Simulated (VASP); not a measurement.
# Ir (P6_3/mmc) in VASP: notebook

The runs below take Ir through single point, with LDA.

Everything below comes from runs of VASP 6.6.1. Logs are shortened: lines on timing, memory, paths and dates and some standing lists are left out, and cuts for length are marked.

### Step 1. The cell of the first run

It takes space group P6_3/mmc (No. 194, hexagonal). Conventional cell: a = 2.759 Å, b = 2.759 Å, c = 4.386 Å, α = 90.00°, β = 90.00°, γ = 120.00°. Within 3.6 Å of Ir (site symmetry -6m2) lie 12 Ir at 2.71 to 2.76 Å.

### Step 2. Single point, LDA

Input file INCAR:

```
SYSTEM = Ir
PREC = Accurate ; ENCUT = 500
EDIFF = 1E-6 ; ISMEAR = 0
SIGMA = 0.15 ; LREAL = .FALSE.
LASPH = .TRUE. ; NELM = 120
ALGO = Normal ; ISIF = 2
LWAVE = .FALSE. ; LCHARG = .TRUE.
GGA = CA ; LELF = .TRUE.
LVHAR = .TRUE. ; NBANDS = 16
GGA_COMPAT = .FALSE.
```

Input file KPOINTS:

```
regular mesh
0
G
  18 18 10
  0 0 0
```

Input file POSCAR:

```
Ir
1.0
    2.7594000000      0.0000000000      0.0000000000
   -1.3797000000      2.3897104992      0.0000000000
    0.0000000000      0.0000000000      4.3862420605
Ir
2
Direct
    0.6666666667      0.3333333333      0.7500000000
    0.3333333333      0.6666666667      0.2500000000
```

Potentials or basis: VASP PAW LDA potentials, release 64 (Ir).

The run is started by

```bash
$ cat potpaw_LDA.64/Ir/POTCAR > POTCAR
$ mpirun -np 1 vasp_std > vasp.out
```

OUTCAR:

```text
SYSTEM = Ir
   PREC = Accurate
   ENCUT = 500
   EDIFF = 1E-6
   ISMEAR = 0
   LREAL = .FALSE.
   LASPH = .TRUE.
   NELM = 120
   ISIF = 2
   GGA = CA

 ion  position               nearest neighbor table
   1  0.667  0.333  0.750-   2 2.71   2 2.71   2 2.71   2 2.71   2 2.71   2 2.71
   2  0.333  0.667  0.250-   1 2.71   1 2.71   1 2.71   1 2.71   1 2.71   1 2.71

  LATTYP: Found a hexagonal cell.
 ALAT       =     2.7594000000
 C/A-ratio  =     1.5895636952

  Lattice vectors:

 A1 = (   2.7594000000,   0.0000000000,   0.0000000000)
 A2 = (  -1.3797000000,   2.3897104992,   0.0000000000)
 A3 = (   0.0000000000,   0.0000000000,   4.3862420605)

Analysis of symmetry for initial positions (statically):
=====================================================================
 Subroutine PRICEL returns:
 Original cell was already a primitive cell.

 Routine SETGRP: Setting up the symmetry group for a
 hexagonal supercell.

 Subroutine GETGRP returns: Found 24 space group operations
 (whereof 12 operations were pure point group operations)
 out of a pool of 24 trial point group operations.

The static configuration has the point symmetry D_3d.
 The point group associated with its full space group is D_6h.

Analysis of symmetry for dynamics (positions and initial velocities):
=====================================================================
 Subroutine PRICEL returns:
 Original cell was already a primitive cell.

 Routine SETGRP: Setting up the symmetry group for a
 hexagonal supercell.

 Subroutine GETGRP returns: Found 24 space group operations
 (whereof 12 operations were pure point group operations)
 out of a pool of 24 trial point group operations.

The dynamic configuration has the point symmetry D_3d.
 The point group associated with its full space group is D_6h.

 Subroutine INISYM returns: Found 24 space group operations
 (whereof 12 operations are pure point group operations),
 and found     1 'primitive' translations

----------------------------------------------------------------------------------------

                                     Primitive cell

  volume of cell :      28.9236

  direct lattice vectors                    reciprocal lattice vectors
     2.759400000  0.000000000  0.000000000     0.362397623  0.209230365  0.000000000
    -1.379700000  2.389710499  0.000000000     0.000000000  0.418460730  0.000000000
     0.000000000  0.000000000  4.386242060     0.000000000  0.000000000  0.227985594

  length of vectors
     2.759400000  2.759400000  4.386242060     0.418460730  0.418460730  0.227985594

  position of ions in fractional coordinates (direct lattice)
     0.666666667  0.333333333  0.750000000
     0.333333333  0.666666667  0.250000000

  ion indices of the primitive-cell ions
   primitive index   ion index
                 1           1
                 2           2

----------------------------------------------------------------------------------------

 KPOINTS: regular mesh

Automatic generation of k-mesh.
 Grid dimensions read from file:
 generate k-points for:   18   18   10

 Generating k-lattice:

  Cartesian coordinates                     Fractional coordinates (reciprocal lattice)
     0.020133201  0.011623909  0.000000000     0.055555556  0.000000000  0.000000000
     0.000000000  0.023247818  0.000000000     0.000000000  0.055555556  0.000000000
     0.000000000  0.000000000  0.022798559     0.000000000  0.000000000  0.100000000

  Length of vectors
     0.023247818  0.023247818  0.022798559

  Shift w.r.t. Gamma in fractional coordinates (k-lattice)
     0.000000000  0.000000000  0.000000000

 Subroutine IBZKPT returns following result:
 ===========================================

 Found    222 irreducible k-points:

 Following reciprocal coordinates:
            Coordinates               Weight
  0.000000  0.000000  0.000000      1.000000
  0.055556 -0.000000  0.000000      6.000000
  0.111111 -0.000000  0.000000      6.000000
  0.166667  0.000000  0.000000      6.000000
  0.222222 -0.000000  0.000000      6.000000
  0.277778 -0.000000  0.000000      6.000000
[... 16 lines left out ...]
  0.333333  0.111111  0.000000     12.000000
  0.388889  0.111111  0.000000     12.000000
 [... further k-points ...]
   k-points           NKPTS =    222   k-points in BZ     NKDIM =    222   number of bands    NBANDS=     16
   number of dos      NEDOS =    301   number of ions     NIONS =      2
   total plane-waves  NPLWV =  12800
   dimension x,y,z NGX =    20 NGY =   20 NGZ =   32
   dimension x,y,z NGXF=    40 NGYF=   40 NGZF=   64
   ions per type =               2
   NGX,Y,Z   is equivalent  to a cutoff of  12.05, 12.05, 12.13 a.u.
   NGXF,Y,Z  is equivalent  to a cutoff of  24.10, 24.10, 24.26 a.u.
 SYSTEM =  Ir
   PREC   = accura    normal or accurate (medium, high low for compatibility)
   ISTART =      0    job   : 0-new  1-cont  2-samecut
   ICHARG =      2    charge: 1-file 2-atom 10-const
   ISPIN  =      1    spin polarized calculation?
   LNONCOLLINEAR =      F non collinear calculations
   LSORBIT =      F    spin-orbit coupling
   LASPH  =      T    aspherical Exc in radial PAW
   ENCUT  =  500.0 eV  36.75 Ry    6.06 a.u.   5.03  5.03  8.00*2*pi/ulx,y,z
   NELM   =    120;   NELMIN=  2; NELMDL= -5     # of ELM steps
   EDIFF  = 0.1E-05   stopping-criterion for ELM
   LREAL  =      F    real-space projection
   EDIFFG = 0.1E-04   stopping-criterion for IOM
   NSW    =      0    number of steps for IOM
   IBRION =     -1    ionic relax: 0-MD 1-quasi-New 2-CG
   NFREE  =      0    steps in history (QN), initial steepest desc. (CG)
   ISIF   =      2    stress and relaxation
   ISYM   =      2    0-nonsym 1-usesym 2-fastsym
   POTIM  = 0.5000    time-step for ionic-motion
   TEBEG  =    0.0;   TEEND  =   0.0 temperature during run
   PSTRESS=    0.0 pullay stress
   NELECT =      18.0000    total number of electrons
   NUPDOWN=      -1.0000    fix difference up-down
   EMIN   =  10.00;   EMAX   =-10.00  energy-range for DOS
   EFERMI =   0.00;   METHOD = LEGACY
   ISMEAR =     0;   SIGMA  =   0.15  broadening in eV -4-tet -1-fermi 0-gaus
   EFERMI_NEDOS =   21; number of points for ismear=-14 and -15
   IALGO  =     38    algorithm
   IMIX   =      4    mixing-type and parameters
     AMIX     =   0.40;   BMIX     =  1.00
     AMIX_MAG =   1.60;   BMIX_MAG =  1.00
  volume/ion in A,a.u.               =      14.46        97.59
  Fermi-wavevector in a.u.,A,eV,Ry     =   1.397703  2.641275 26.579974  1.953573
  Thomas-Fermi vector in A             =   2.520933
   LORBIT       =      0    0 simple, 1 ext, 2 COOP (PROOUT), +10 PAW based schemes
   GGA     = CA    functional components
   LHFCALC =     F    Hartree Fock is set to
   AEXX    =    0.0000 exact exchange contribution
   IVDW    =     0    specifies the selected vdW correction
   LEPSILON=     F    determine dielectric tensor
   LRPA    =     F    only Hartree local field effects (RPA)
 non-spin polarized calculation
 Gauss-broadening in eV      SIGMA  =   0.15
  energy-cutoff  :      500.00
  volume of cell :       28.92
 maximum number of plane-waves:       756
 NGX is ok and might be reduce to    20
   NGX =  9   NGY =  9   NGZ = 15

 number of electron      17.9999998 magnetization

 Free energy of the ion-electron system (eV)
  ---------------------------------------------------
  ext. energy  EPLUGINS =         0.00000000
  ---------------------------------------------------
  free energy    TOTEN  =       -20.46566715 eV

  energy without entropy =      -20.43982110  energy(sigma->0) =      -20.45274412

 E-fermi :  10.0686     XC(G=0): -14.0111

 val. band max:       10.0542084110   @ k =   0.0556  -0.0000   0.4000
 cond. band min:      10.0783787110   @ k =   0.3333   0.3333   0.0000
 fundamental gap:      0.0241703000
 Fermi energy:        10.0685912680

 k-point     1 :       0.0000    0.0000    0.0000
  band No.  band energies     occupation
      1      -0.9454      2.00000
      2       2.1074      2.00000
      3       6.2878      2.00000
      4       6.2878      2.00000
      5       6.3885      2.00000
      6       6.9733      2.00000
[... 8 lines left out ...]
     15      26.7579      0.00000
     16      27.5924      0.00000

 k-point     2 :       0.0556   -0.0000    0.0000
  band No.  band energies     occupation
      1      -0.8286      2.00000
      2       2.2093      2.00000
      3       6.0206      2.00000
      4       6.3848      2.00000
      5       6.6311      2.00000
      6       6.9119      2.00000
[... 8 lines left out ...]
     15      26.9038      0.00000
     16      27.7688      0.00000

 k-point     3 :       0.1111   -0.0000    0.0000
  band No.  band energies     occupation
      1      -0.4871      2.00000
      2       2.4950      2.00000
      3       5.6757      2.00000
      4       6.6719      2.00000
      5       6.7108      2.00000
      6       6.9675      2.00000
[... 8 lines left out ...]
     15      27.2858      0.00000
     16      28.0383      0.00000

 k-point     4 :       0.1667    0.0000    0.0000
  band No.  band energies     occupation
      1       0.0506      2.00000
      2       2.8904      2.00000
      3       5.3493      2.00000
      4       6.1818      2.00000
      5       6.4911      2.00000
      6       7.0106      2.00000
[... 8 lines left out ...]
     15      27.4524      0.00000
     16      27.5575      0.00000

 k-point     5 :       0.2222   -0.0000    0.0000
  band No.  band energies     occupation
      1       0.7287      2.00000
      2       3.2225      2.00000
      3       5.1819      2.00000
      4       5.3755      2.00000
      5       6.3133      2.00000
      6       6.7172      2.00000
[... 8 lines left out ...]
     15      26.3645      0.00000
     16      26.5877      0.00000

 k-point     6 :       0.2778   -0.0000    0.0000
  band No.  band energies     occupation
      1       1.4515      2.00000
      2       3.2809      2.00000
      3       4.6688      2.00000
      4       5.3006      2.00000
      5       6.3213      2.00000
      6       6.4380      2.00000
[... 8 lines left out ...]
     15      24.8892      0.00000
     16      25.6313      0.00000

 k-point     7 :       0.3333   -0.0000    0.0000
  band No.  band energies     occupation
      1       2.0787      2.00000
      2       3.1206      2.00000
      3       4.0986      2.00000
      4       5.5950      2.00000
      5       6.1987      2.00000
      6       6.5935      2.00000
[... 8 lines left out ...]
     15      23.5053      0.00000
     16      24.8475      0.00000

 k-point     8 :       0.3889   -0.0000    0.0000
  band No.  band energies     occupation
      1       2.4851      2.00000
      2       2.9249      2.00000
      3       3.6820      2.00000
      4       5.9981      2.00000
      5       6.0169      2.00000
      6       6.8095      2.00000
[... 8 lines left out ...]
     15      22.3195      0.00000
     16      24.0522      0.00000

 k-point     9 :       0.4444   -0.0000    0.0000
  band No.  band energies     occupation
      1       2.6583      2.00000
      2       2.7991      2.00000
      3       3.4285      2.00000
      4       5.9035      2.00000
      5       6.4228      2.00000
      6       6.7163      2.00000
[... 8 lines left out ...]
     15      21.4862      0.00000
     16      22.0531      0.00000
[... 172 lines left out ...]
 k-point    19 :       0.1111    0.1111    0.0000
  band No.  band energies     occupation
      1       0.3640      2.00000
      2       3.1342      2.00000
      3       5.1089      2.00000
      4       5.8909      2.00000
      5       6.4430      2.00000
      6       6.6352      2.00000
[... 8 lines left out ...]
     15      25.7283      0.00000
     16      27.6521      0.00000

 k-point    20 :       0.1667    0.1111    0.0000
  band No.  band energies     occupation
      1       1.0309      2.00000
      2       3.5051      2.00000
      3       4.8486      2.00000
      4       5.1998      2.00000
      5       6.3247      2.00000
      6       6.3425      2.00000
[... 8 lines left out ...]
     15      24.4339      0.00000
     16      26.6944      0.00000

 k-point    21 :       0.2222    0.1111    0.0000
  band No.  band energies     occupation
      1       1.7568      2.00000
      2       3.6125      2.00000
      3       4.5706      2.00000
      4       4.8695      2.00000
      5       6.1150      2.00000
      6       6.3580      2.00000
[... 8 lines left out ...]
     15      23.1973      0.00000
     16      25.8506      0.00000

 k-point    22 :       0.2778    0.1111    0.0000
  band No.  band energies     occupation
      1       2.4029      2.00000
      2       3.4446      2.00000
      3       4.0523      2.00000
      4       5.1711      2.00000
      5       5.9532      2.00000
      6       6.6095      2.00000
[... 8 lines left out ...]
     15      21.8859      0.00000
     16      25.1656      0.00000

 k-point    23 :       0.3333    0.1111    0.0000
  band No.  band energies     occupation
      1       2.8276      2.00000
      2       3.2356      2.00000
      3       3.6692      2.00000
      4       5.6047      2.00000
      5       5.8546      2.00000
      6       6.8010      2.00000
[... 8 lines left out ...]
     15      20.6682      0.00000
     16      24.6550      0.00000

 k-point    24 :       0.3889    0.1111    0.0000
  band No.  band energies     occupation
      1       3.0108      2.00000
      2       3.0988      2.00000
      3       3.4347      2.00000
      4       5.8082      2.00000
      5       6.0376      2.00000
      6       6.6449      2.00000
[... 8 lines left out ...]
     15      20.6796      0.00000
     16      23.1590      0.00000

 [... further k-points ...]
[... 5 lines left out ...]
  --------------------------------------------------------------------------------------
  -------------------------------------------------------------------------------------
  Total       -2.5676779     -2.5676779     -1.3354057     -0.0000000      0.0000000     -0.0000000
  in kB     -142.2324151   -142.2324151    -73.9726667     -0.0000000      0.0000000     -0.0000000
  external PRESSURE =    -119.4791657 kB  Pullay stress =       0.0000000 kB

 VOLUME and BASIS-vectors are now :
 -----------------------------------------------------------------------------
  energy-cutoff  :      500.00
  volume of cell :       28.92
      direct lattice vectors                 reciprocal lattice vectors
     2.759400000  0.000000000  0.000000000     0.362397623  0.209230365  0.000000000
    -1.379700000  2.389710499  0.000000000     0.000000000  0.418460730  0.000000000
     0.000000000  0.000000000  4.386242060     0.000000000  0.000000000  0.227985594

 POSITION                                       TOTAL-FORCE (eV/Angst)
 -----------------------------------------------------------------------------------
      1.37970      0.79657      3.28968         0.000000     -0.000000      0.000000
     -0.00000      1.59314      1.09656        -0.000000      0.000000      0.000000
 -----------------------------------------------------------------------------------
    total drift:                                0.000000     -0.000000     -0.000000

  FREE ENERGIE OF THE ION-ELECTRON SYSTEM (eV)
  ---------------------------------------------------
  free  energy   TOTEN  =       -20.4656671499 eV

  energy  without entropy=      -20.4398210956  energy(sigma->0) =      -20.45274412
```

Run time: 64 s. Hardware: 1 thread of Intel Xeon 6975P-C, shared host; peak memory 0.2 GiB.

What came out:

* Free energy: -20.4657 eV
* Pressure: -11.9 GPa
* Band gap on the k mesh: zero (band 9 reaches 11.05 eV, above the bottom of band 10 at 7.76 eV)

Levels at points of the mesh, in eV from the Fermi level:
```
           k point  band 5  band 6  band 7  band 8  band 9  band 10  band 11  band 12  band 13  band 14
(0.00, 0.00, 0.00)   -3.68   -3.10   -3.10   -2.51   -2.51    -0.54     0.23     0.23     7.13    14.17
(0.50, 0.00, 0.00)   -3.45   -3.38   -2.82    0.53    0.98     1.01     2.81     4.20     8.17    10.36
(0.00, 0.00, 0.50)   -3.95   -3.95   -3.95   -3.95   -0.49    -0.49    -0.49    -0.49    13.67    13.67
(0.50, 0.00, 0.50)   -2.19   -2.19   -0.95   -0.95    0.80     0.80     1.97     1.97     7.41     7.41
```

Caveat: spin-orbit coupling is left out, which moves the levels of the heavy elements.

(Part 1 of 2 ends here.)
